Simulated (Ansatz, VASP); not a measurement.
## Al: VASP beside Ansatz

```
Al
1.0
    -1.63902    1.63902    1.61751
     1.63902   -1.63902    1.61751
     3.27805    3.27805    0.00000
Al
2
Cartesian
  -0.2562 0.2562 0.0000
  1.8952 1.3828 1.6175
```

Change from the starting cell: mode 1 frozen in at -0.358 Å, equal normal strain along x and y +0.0133.

Alike in both runs: task single point; functional PBE; k mesh 20 × 20 × 12; occupations gaussian, width 0.15 eV; no spin polarisation.

|  | VASP | Ansatz |
| --- | --- | --- |
| version | VASP 6.6.1 | Ansatz 0.2.0 |
| potentials or method | VASP PAW PBE potentials, release 64 (Al), cutoff 520 eV | scalar-relativistic, plane waves, PAW |
| valence electrons in the cell | 6 | 6 |

Ansatz gave:

| Property | Result |
| --- | --- |
| gap on the k mesh at the Fermi level (eV) | none |
| pressure (GPa) | -1.5 |
| traceless stress, the component that is largest in VASP (GPa) | -2.32 |
| rms of the force components (eV/Å) | 0.028 |

Q: Estimate VASP's values.

A: gap on the k mesh at the Fermi level (eV): none; pressure (GPa): -1.6; traceless stress, the component that is largest in VASP (GPa): -2.30; rms of the force components (eV/Å): 0.028.

Atom by atom the forces differ by 0.000 eV/Å (rms over components). A gap of «none» marks a metal or a gap that the smearing closes. With one functional, cell and mesh, what is left measures potentials, basis and numerics.
